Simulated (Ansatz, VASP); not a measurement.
One calculation of GaN, two programs

```xyz
2
Lattice="2.2388 2.2388 0.0000 -2.2388 2.2388 0.0000 0.0000 2.2388 2.2155" Properties=species:S:1:pos:R:3 pbc="T T T"
Ga    0.0000    0.0000    0.0000
N    -1.1194    3.3583    1.1078
```

Change from the starting cell: film at in-plane strain +0.005.

Alike in both runs: task single point; functional LDA; k mesh 10 × 10 × 10; no spin polarisation.

```csv
,VASP,Ansatz
version,VASP 6.6.1,Ansatz 0.2.0
potentials or method,"VASP PAW LDA potentials, release 64 (Ga_d, N), cutoff 520 eV","all-electron LAPW, scalar-relativistic"
occupations,"gaussian, width 0.01 eV",fixed
```

VASP gave:

| Item | Value |
| --- | --- |
| gap on the k mesh at the Fermi level (eV) | 1.91 |
| pressure (GPa) | 0.2 |
| traceless stress, the component that is largest in VASP (GPa) | 0.88 |

Question: Which values does Ansatz return?

Answer: gap on the k mesh at the Fermi level (eV): 1.90; pressure (GPa): -0.7; traceless stress, the component that is largest in VASP (GPa): 0.89.

LDA's correlation is that of Perdew and Zunger in VASP and of Perdew and Wang (1992) in Ansatz. Ansatz ran all-electron here, and VASP with PAW potentials.
